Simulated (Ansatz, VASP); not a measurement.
## Two plane-wave programs on Si

```
Si
1.0
     5.46976    0.00000    0.00000
     0.00000   -5.46976    0.00000
     0.00000    0.00000   -5.46976
Si
8
Direct
  0.50000 0.96914 0.00000
  0.00000 0.50000 0.00000
  0.00000 0.00000 0.50000
  0.50000 0.50000 0.50000
  0.75000 0.75000 0.75000
  0.25000 0.25000 0.75000
  0.25000 0.75000 0.25000
  0.75000 0.25000 0.25000
```

Alike in both runs: task single point; functional PBE; k mesh 6 × 6 × 6; occupations gaussian, width 0.05 eV; no spin polarisation.

```csv
,VASP,Ansatz
version,VASP 6.6.1,Ansatz 0.2.0
potentials or method,"VASP PAW PBE potentials, release 64 (Si), cutoff 520 eV","scalar-relativistic, plane waves, PAW"
valence electrons in the cell,32,32
```

Ansatz gave:

```
gap on the k mesh at the Fermi level (eV)                     : 0.36
least direct gap on the mesh (eV)                             : 0.36
pressure (GPa)                                                : 0.3
traceless stress, the component that is largest in VASP (GPa) : 1.53
rms of the force components (eV/Å)                            : 0.551
```

**Question.** What did VASP give for the same quantities?

**Answer.** gap on the k mesh at the Fermi level (eV): 0.36; least direct gap on the mesh (eV): 0.36; pressure (GPa): 0.2; traceless stress, the component that is largest in VASP (GPa): 1.52; rms of the force components (eV/Å): 0.550.

Atom by atom the forces differ by 0.001 eV/Å (rms over components). The functional is the same, so the differences come from potentials, cutoffs and numerics.
